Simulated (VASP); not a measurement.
Set up this calculation in VASP 6.6.1, as the native input.

| Item | Value |
| --- | --- |
| Task | single point |
| Functional | PBEsol |
| Potentials or basis | VASP PAW PBE potentials, release 64 (Ni) |
| Cutoff | 520 eV |
| k mesh | 6 × 6 × 6 |
| Occupations | gaussian, width 0.1 eV |
| Spin | collinear spin, ferromagnetic start |
| Starting moments | [2.0, 2.0] μB |
| Dipole correction | no |
| Further INCAR settings | ALGO = Normal; EDIFF = 1e-06; NBANDS = 21 |

The structure of Ni lies in POSCAR:

```
Ni
1.0
    0.0000000000      2.2962173274      2.2962173274
    2.2962173274      0.0000000000      2.2962173274
    2.2962173274      2.2962173274      0.0000000000
Ni
2
Direct
    0.5000000000      0.5000000000      0.5000000000
    0.7500000000      0.7500000000      0.7500000000
```

The input as run:

INCAR

```
SYSTEM = Ni
  PREC = Accurate
  ENCUT = 520
  EDIFF = 1E-6
  ISMEAR = 0
  SIGMA = 0.1
  LREAL = .False.
  LASPH = .True.
  NELM = 150
  ALGO = Normal
  ISIF = 2
  LWAVE = .False.
  LCHARG = .True.
  ISPIN = 2
  MAGMOM = 2 2
  LORBIT = 11
  LMAXMIX = 4
  GGA = PS
  LELF = .True.
  LVHAR = .True.
  NBANDS = 21
```

KPOINTS

```
Automatic mesh
0
Gamma
  6 6 6
  0 0 0
```

Potentials or basis: VASP PAW PBE potentials, release 64 (Ni).

Run with:

```sh
$ cat potpaw_PBE.64/Ni/POTCAR > POTCAR
$ mpirun -np 1 vasp_std > vasp.out
```

It gave:

| Quantity | Value |
| --- | --- |
| Pressure | 49.4 GPa |
| Net moment | 1.44 μB per cell |
| Site moments | Ni +0.70 μB |
| Valence electrons inside the program's atomic spheres | Ni 9.74 |

Caveat: the k points lie up to 0.39 Å⁻¹ apart; the PAW data sets were made with another functional, which shifts forces and pressure a little.

It took 11 s on 1 thread of AMD EPYC 9R45 96-Core Processor (Zen 5), on a shared host, peak memory 0.12 GiB.
